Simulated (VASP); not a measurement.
# C in VASP: further runs

The runs below take C through single point, relaxation of cell and atoms, with LDA.

All numbers are computed with VASP 6.6.1; they aren't measurements. Logs are shortened: lines on timing, memory, paths and dates and some standing lists are left out, and cuts for length are marked.

## Step 1: The cell of the first run

The cell holds a slab with vacuum, 4 atoms: a = 2.446 Å, b = 2.446 Å, c = 23.991 Å, α = 90.00°, β = 90.00°, γ = 120.00°.

## Step 2: Single point, LDA

Input file INCAR:

```
SYSTEM = C
ALGO = Normal
EDIFF = 1E-6
ENCUT = 520
ISIF = 2
ISMEAR = 1
LASPH = .True.
LCHARG = .True.
LELF = .True.
LREAL = .False.
LVHAR = .True.
LWAVE = .False.
NBANDS = 16
NELM = 100
PREC = Accurate
SIGMA = 0.2
```

Input file KPOINTS:

```
k-points
0
Gamma
  6 6 1
  0 0 0
```

Input file POSCAR:

```
C
1.0
    2.4460306304      0.0000000000      0.0000000000
   -1.2230153152      2.1183246644      0.0000000000
    0.0000000000      0.0000000000     23.9911053925
C
4
Direct
    0.0000000000      0.0000000000      0.5663440927
    0.0000000000      0.0000000000      0.4336559073
    0.3333333333      0.6666666667      0.4335259749
    0.6666666667      0.3333333333      0.5664740251
```

Potentials or basis: VASP PAW LDA potentials, release 64 (C).

Run with:

```console
$ cat potpaw_LDA.64/C/POTCAR > POTCAR
$ mpirun -np 1 vasp_std > vasp.out
```

OUTCAR:

```text
SYSTEM = C
   EDIFF = 1E-6
   ENCUT = 520
   ISIF = 2
   ISMEAR = 1
   LASPH = .True.
   LREAL = .False.
   NELM = 100
   PREC = Accurate

 ion  position               nearest neighbor table
   1  0.000  0.000  0.566-   4 1.41   4 1.41   4 1.41
   2  0.000  0.000  0.434-   3 1.41   3 1.41   3 1.41
   3  0.333  0.667  0.434-   2 1.41   2 1.41   2 1.41
   4  0.667  0.333  0.566-   1 1.41   1 1.41   1 1.41

  LATTYP: Found a hexagonal cell.
 ALAT       =     2.4460306304
 C/A-ratio  =     9.8081786443

  Lattice vectors:

 A1 = (   2.4460306304,   0.0000000000,   0.0000000000)
 A2 = (  -1.2230153152,   2.1183246644,   0.0000000000)
 A3 = (   0.0000000000,   0.0000000000,  23.9911053925)

Analysis of symmetry for initial positions (statically):
=====================================================================
 Subroutine PRICEL returns:
 Original cell was already a primitive cell.

 Routine SETGRP: Setting up the symmetry group for a
 hexagonal supercell.

 Subroutine GETGRP returns: Found 12 space group operations
 (whereof 12 operations were pure point group operations)
 out of a pool of 24 trial point group operations.

The static configuration has the point symmetry D_3d.

Analysis of symmetry for dynamics (positions and initial velocities):
=====================================================================
 Subroutine PRICEL returns:
 Original cell was already a primitive cell.

 Routine SETGRP: Setting up the symmetry group for a
 hexagonal supercell.

 Subroutine GETGRP returns: Found 12 space group operations
 (whereof 12 operations were pure point group operations)
 out of a pool of 24 trial point group operations.

The dynamic configuration has the point symmetry D_3d.

 Subroutine INISYM returns: Found 12 space group operations
 (whereof 12 operations are pure point group operations),
 and found     1 'primitive' translations

----------------------------------------------------------------------------------------

                                     Primitive cell

  volume of cell :     124.3096

  direct lattice vectors                    reciprocal lattice vectors
     2.446030630  0.000000000  0.000000000     0.408825624  0.236035584  0.000000000
    -1.223015315  2.118324664  0.000000000     0.000000000  0.472071169  0.000000000
     0.000000000  0.000000000 23.991105392     0.000000000  0.000000000  0.041682114

  length of vectors
     2.446030630  2.446030630 23.991105392     0.472071169  0.472071169  0.041682114

  position of ions in fractional coordinates (direct lattice)
     0.000000000  0.000000000  0.566344093
     0.000000000  0.000000000  0.433655907
     0.333333333  0.666666667  0.433525975
     0.666666667  0.333333333  0.566474025

  ion indices of the primitive-cell ions
   primitive index   ion index
                 1           1
                 2           2
                 3           3
                 4           4

----------------------------------------------------------------------------------------

 KPOINTS: k-points

Automatic generation of k-mesh.
 Grid dimensions read from file:
 generate k-points for:    6    6    1

 Generating k-lattice:

  Cartesian coordinates                     Fractional coordinates (reciprocal lattice)
     0.068137604  0.039339264  0.000000000     0.166666667  0.000000000  0.000000000
     0.000000000  0.078678528  0.000000000     0.000000000  0.166666667  0.000000000
     0.000000000  0.000000000  0.041682114     0.000000000  0.000000000  1.000000000

  Length of vectors
     0.078678528  0.078678528  0.041682114

  Shift w.r.t. Gamma in fractional coordinates (k-lattice)
     0.000000000  0.000000000  0.000000000

 Subroutine IBZKPT returns following result:
 ===========================================

 Found      7 irreducible k-points:

 Following reciprocal coordinates:
            Coordinates               Weight
  0.000000  0.000000  0.000000      1.000000
  0.166667 -0.000000  0.000000      6.000000
  0.333333 -0.000000  0.000000      6.000000
  0.500000 -0.000000  0.000000      3.000000
  0.166667  0.166667  0.000000      6.000000
  0.333333  0.166667  0.000000     12.000000
  0.333333  0.333333  0.000000      2.000000
   k-points           NKPTS =      7   k-points in BZ     NKDIM =      7   number of bands    NBANDS=     16
   number of dos      NEDOS =    301   number of ions     NIONS =      4
   total plane-waves  NPLWV =  58320
   dimension x,y,z NGX =    18 NGY =   18 NGZ =  180
   dimension x,y,z NGXF=    36 NGYF=   36 NGZF=  360
   ions per type =               4
   NGX,Y,Z   is equivalent  to a cutoff of  12.23, 12.23, 12.47 a.u.
   NGXF,Y,Z  is equivalent  to a cutoff of  24.47, 24.47, 24.95 a.u.
 SYSTEM =  C
   PREC   = accura    normal or accurate (medium, high low for compatibility)
   ISTART =      0    job   : 0-new  1-cont  2-samecut
   ICHARG =      2    charge: 1-file 2-atom 10-const
   ISPIN  =      1    spin polarized calculation?
   LNONCOLLINEAR =      F non collinear calculations
   LSORBIT =      F    spin-orbit coupling
   LASPH  =      T    aspherical Exc in radial PAW
   ENCUT  =  520.0 eV  38.22 Ry    6.18 a.u.   4.55  4.55 44.61*2*pi/ulx,y,z
   NELM   =    100;   NELMIN=  2; NELMDL= -5     # of ELM steps
   EDIFF  = 0.1E-05   stopping-criterion for ELM
   LREAL  =      F    real-space projection
   EDIFFG = 0.1E-04   stopping-criterion for IOM
   NSW    =      0    number of steps for IOM
   IBRION =     -1    ionic relax: 0-MD 1-quasi-New 2-CG
   NFREE  =      0    steps in history (QN), initial steepest desc. (CG)
   ISIF   =      2    stress and relaxation
   ISYM   =      2    0-nonsym 1-usesym 2-fastsym
   POTIM  = 0.5000    time-step for ionic-motion
   TEBEG  =    0.0;   TEEND  =   0.0 temperature during run
   PSTRESS=    0.0 pullay stress
   NELECT =      16.0000    total number of electrons
   NUPDOWN=      -1.0000    fix difference up-down
   EMIN   =  10.00;   EMAX   =-10.00  energy-range for DOS
   EFERMI =   0.00;   METHOD = LEGACY
   ISMEAR =     1;   SIGMA  =   0.20  broadening in eV -4-tet -1-fermi 0-gaus
   EFERMI_NEDOS =   21; number of points for ismear=-14 and -15
   IALGO  =     38    algorithm
   IMIX   =      4    mixing-type and parameters
     AMIX     =   0.40;   BMIX     =  1.00
     AMIX_MAG =   1.60;   BMIX_MAG =  1.00
  volume/ion in A,a.u.               =      31.08       209.72
  Fermi-wavevector in a.u.,A,eV,Ry     =   0.826571  1.561992  9.295757  0.683219
  Thomas-Fermi vector in A             =   1.938625
   LORBIT       =      0    0 simple, 1 ext, 2 COOP (PROOUT), +10 PAW based schemes
   GGA     = CA    functional components
   LHFCALC =     F    Hartree Fock is set to
   AEXX    =    0.0000 exact exchange contribution
   IVDW    =     0    specifies the selected vdW correction
   LEPSILON=     F    determine dielectric tensor
   LRPA    =     F    only Hartree local field effects (RPA)
 non-spin polarized calculation
 Methfessel and Paxton  Order N= 1 SIGMA  =   0.20
  energy-cutoff  :      520.00
  volume of cell :      124.31
 maximum number of plane-waves:      3392
   NGX =  9   NGY =  9   NGZ = 89

 number of electron      15.9999995 magnetization

 Free energy of the ion-electron system (eV)
  ---------------------------------------------------
  ext. energy  EPLUGINS =         0.00000000
  ---------------------------------------------------
  free energy    TOTEN  =       -40.32877288 eV

  energy without entropy =      -40.32279768  energy(sigma->0) =      -40.32678115

 E-fermi :  -1.9503     XC(G=0):  -3.3518

 val. band max:       -2.3952520157   @ k =   0.3333   0.3333   0.0000
 cond. band min:      -1.9500690083   @ k =   0.3333   0.3333   0.0000
 fundamental gap:      0.4451830074
 Fermi energy:        -1.9503031689

 k-point     1 :       0.0000    0.0000    0.0000
  band No.  band energies     occupation
      1     -21.5290      2.00000
      2     -21.2958      2.00000
      3     -10.3570      2.00000
      4      -9.0665      2.00000
      5      -4.9475      2.00000
      6      -4.9475      2.00000
[... 8 lines left out ...]
     15       5.2692      0.00000
     16       6.4842      0.00000

 k-point     2 :       0.1667   -0.0000    0.0000
  band No.  band energies     occupation
      1     -20.8643      2.00000
      2     -20.6402      2.00000
      3      -9.5478      2.00000
      4      -8.2896      2.00000
      5      -7.2285      2.00000
      6      -7.1773      2.00000
[... 8 lines left out ...]
     15       6.0772      0.00000
     16       6.5218      0.00000

 k-point     3 :       0.3333   -0.0000    0.0000
  band No.  band energies     occupation
      1     -18.9023      2.00000
      2     -18.7048      2.00000
      3     -11.5555      2.00000
      4     -11.4501      2.00000
      5      -7.7611      2.00000
      6      -7.7190      2.00000
[... 8 lines left out ...]
     15       6.3603      0.00000
     16       7.0243      0.00000

 k-point     4 :       0.5000   -0.0000    0.0000
  band No.  band energies     occupation
      1     -16.0790      2.00000
      2     -15.9908      2.00000
      3     -15.2470      2.00000
      4     -15.1811      2.00000
      5      -8.4085      2.00000
      6      -8.3642      2.00000
[... 8 lines left out ...]
     15       9.9467      0.00000
     16      10.0609      0.00000

 k-point     5 :       0.1667    0.1667    0.0000
  band No.  band energies     occupation
      1     -19.5512      2.00000
      2     -19.3449      2.00000
      3      -9.6226      2.00000
      4      -9.5797      2.00000
      5      -8.4039      2.00000
      6      -8.3724      2.00000
[... 8 lines left out ...]
     15       6.4636      0.00000
     16       7.7178      0.00000

 k-point     6 :       0.3333    0.1667    0.0000
  band No.  band energies     occupation
      1     -17.0161      2.00000
      2     -16.8457      2.00000
      3     -13.3322      2.00000
      4     -13.2142      2.00000
      5     -10.0566      2.00000
      6      -9.9834      2.00000
[... 8 lines left out ...]
     15       9.1139      0.00000
     16       9.5539      0.00000

 k-point     7 :       0.3333    0.3333    0.0000
  band No.  band energies     occupation
      1     -14.4477      2.00000
      2     -14.3701      2.00000
      3     -14.3701      2.00000
      4     -14.2986      2.00000
      5     -12.6799      2.00000
      6     -12.6799      2.00000
[... 8 lines left out ...]
     15      11.0374      0.00000
     16      12.0775      0.00000

------------------------ aborting loop because EDIFF is reached ----------------------------------------

  FORCE on cell =-STRESS in cart. coord.  units (eV):
  Direction    XX          YY          ZZ          XY          YZ          ZX
  --------------------------------------------------------------------------------------
  -------------------------------------------------------------------------------------
  Total        0.2540780      0.2540780     -0.0221143      0.0000000      0.0000000      0.0000000
  in kB        3.2747112      3.2747112     -0.2850228      0.0000000      0.0000000      0.0000000
  external PRESSURE =       2.0881332 kB  Pullay stress =       0.0000000 kB

 VOLUME and BASIS-vectors are now :
 -----------------------------------------------------------------------------
  energy-cutoff  :      520.00
  volume of cell :      124.31
      direct lattice vectors                 reciprocal lattice vectors
     2.446030630  0.000000000  0.000000000     0.408825624  0.236035584  0.000000000
    -1.223015315  2.118324664  0.000000000     0.000000000  0.472071169  0.000000000
     0.000000000  0.000000000 23.991105392     0.000000000  0.000000000  0.041682114

 POSITION                                       TOTAL-FORCE (eV/Angst)
 -----------------------------------------------------------------------------------
      0.00000      0.00000     13.58722        -0.000000      0.000000     -0.000391
      0.00000      0.00000     10.40388         0.000000     -0.000000      0.000391
     -0.00000      1.41222     10.40077         0.000000      0.000000     -0.001931
      1.22302      0.70611     13.59034        -0.000000     -0.000000      0.001931
 -----------------------------------------------------------------------------------
    total drift:                                0.000000     -0.000000      0.000000

  FREE ENERGIE OF THE ION-ELECTRON SYSTEM (eV)
  ---------------------------------------------------
  free  energy   TOTEN  =       -40.3287728767 eV

  energy  without entropy=      -40.3227976824  energy(sigma->0) =      -40.32678115
```

Wall time 27 s (1 thread of Intel Xeon 8259CL, shared host); peak memory 0.17 GiB.

Results:

- Free energy: -40.3288 eV
- Band gap on the k mesh: zero (filled and empty bands touch)

Caveat: the k points lie up to 0.49 Å⁻¹ apart.

## Step 3: Relaxation of cell and atoms, LDA

This run uses another cell than the first one.

Input file INCAR:

```
SYSTEM = C
  PREC = Accurate
  ENCUT = 600
  EDIFF = 1E-6
  ISMEAR = 1
  SIGMA = 0.2
  LREAL = .FALSE.
  LASPH = .TRUE.
  NELM = 60
  ALGO = Normal
  ISIF = 3
  LWAVE = .FALSE.
  LCHARG = .FALSE.
  GGA = CA
  IBRION = 2
  NSW = 80
  EDIFFG = -0.01
```

Input file KPOINTS:

```
regular mesh
0
G
  6 6 1
  0 0 0
```

Input file POSCAR:

```
C
1.0
    2.4562280000      0.0000000000      0.0000000000
   -1.2281140000      2.1271550000      0.0000000000
    0.0000000000      0.0000000000     24.1339600000
C
4
Direct
    0.0000000000      0.0000000000      0.5704690000
    0.0000000000      0.0000000000      0.4295310000
    0.3333333333      0.6666666667      0.4295250000
    0.6666666667      0.3333333333      0.5704750000
```

Potentials or basis: VASP PAW LDA potentials, release 64 (C).

Run with:

```console
$ cat potpaw_LDA.64/C/POTCAR > POTCAR
$ mpirun -np 1 vasp_std > vasp.out
```

It took 15 min on 1 thread of Intel Xeon 8259CL, shared host; peak memory 0.2 GiB.

Results (log left out):

```
Free energy                           : -40.3619 eV
Relaxed cell                          : a = 2.446 Å, b = 2.446 Å, c = 18.824 Å, α = 90.00°, β = 90.00°, γ = 120.00°
Space group after relaxing (to 0.1 Å) : P-3m1 (No. 164)
Energy gained by relaxing             : 7.6 meV/atom
Ionic steps                           : 72
Largest force after relaxing          : 0.009 eV/Å
Band gap on the k mesh                : zero (filled and empty bands touch)
```

Forces in eV/Å, atoms in the order of the input:
```
C    0.000  0.000  0.009
C    0.000  0.000 -0.009
C    0.000  0.000 -0.007
C    0.000  0.000  0.007
```

Step by step:
| step | energy change (eV) | largest force (eV/Å) | pressure (GPa) | volume (Å³) |
| --- | --- | --- | --- | --- |
| 1 | 0.0000 | 0.0700 | -0.98 | 126.09 |
| 3 | -0.0041 | 0.0503 | -0.09 | 124.99 |
| 5 | -0.0082 | 0.1196 | -0.11 | 123.34 |
| 7 | -0.0107 | 0.2646 | -0.14 | 120.74 |
| 9 | -0.0132 | 0.2219 | -0.10 | 119.61 |
| 11 | -0.0148 | 0.1151 | 0.11 | 115.06 |
| 13 | -0.0166 | 0.1116 | 0.00 | 117.09 |
| 15 | -0.0172 | 0.0163 | -0.04 | 117.60 |
| 17 | -0.0173 | 0.0134 | 0.04 | 117.46 |
| 19 | -0.0173 | 0.0111 | 0.04 | 117.41 |
| 21 | -0.0174 | 0.0239 | 0.04 | 117.18 |
| 23 | -0.0176 | 0.0744 | 0.05 | 116.30 |
| 25 | -0.0177 | 0.0702 | 0.03 | 116.16 |
| 27 | -0.0181 | 0.0516 | -0.06 | 115.54 |
| 29 | -0.0184 | 0.0256 | -0.13 | 114.48 |
| 31 | -0.0185 | 0.0963 | 0.27 | 112.30 |
| 33 | -0.0188 | 0.0621 | 0.11 | 112.98 |
| 35 | -0.0196 | 0.0356 | 0.25 | 110.65 |
| 37 | -0.0197 | 0.0956 | 0.45 | 107.40 |
| 39 | -0.0203 | 0.1084 | 0.30 | 106.01 |
| 41 | -0.0208 | 0.1113 | 0.09 | 104.05 |
| 43 | -0.0220 | 0.1085 | 0.01 | 103.12 |
| 45 | -0.0242 | 0.0838 | 0.36 | 102.27 |
| 47 | -0.0248 | 0.0592 | 0.73 | 101.41 |
| 49 | -0.0258 | 0.0441 | 0.66 | 101.22 |
| 51 | -0.0287 | 0.0405 | 0.33 | 100.39 |
| 53 | -0.0295 | 0.0812 | 0.02 | 99.62 |
| 55 | -0.0299 | 0.0062 | -0.15 | 99.53 |
| 57 | -0.0300 | 0.0149 | -0.02 | 99.38 |
| 59 | -0.0301 | 0.0028 | 0.01 | 99.19 |
| 61 | -0.0301 | 0.0592 | 0.15 | 98.37 |
| 63 | -0.0302 | 0.0364 | 0.09 | 98.66 |
| 65 | -0.0303 | 0.0379 | 0.02 | 98.49 |
| 67 | -0.0304 | 0.0405 | -0.11 | 98.18 |
| 69 | -0.0306 | 0.0150 | -0.02 | 97.63 |
| 71 | -0.0306 | 0.0100 | 0.07 | 97.54 |
| 72 | -0.0306 | 0.0089 | 0.05 | 97.57 |

Final structure:
```
C
1.0
     2.44645    0.00000    0.00000
    -1.22323    2.11869    0.00000
     0.00000    0.00000   18.82362
C
4
Direct
  0.00000 0.00000 0.58380
  0.00000 0.00000 0.41620
  0.33333 0.66667 0.41602
  0.66667 0.33333 0.58398
```

Levels at points of the mesh, in eV from the Fermi level:
| k point | band 4 | band 5 | band 6 | band 7 | band 8 | band 9 | band 10 | band 11 | band 12 |
| --- | --- | --- | --- | --- | --- | --- | --- | --- | --- |
| (0.00, 0.00, 0.00) | -7.08 | -3.00 | -3.00 | -2.98 | -2.98 | 3.55 | 4.07 | 4.93 | 6.25 |
| (0.50, 0.00, 0.00) | -13.22 | -6.46 | -6.41 | -2.68 | -2.17 | 1.48 | 1.94 | 7.55 | 7.87 |

Caveat: the k points lie up to 0.49 Å⁻¹ apart in the final cell; the volume moved by over 15 % at a fixed basis, so the end points are rough.
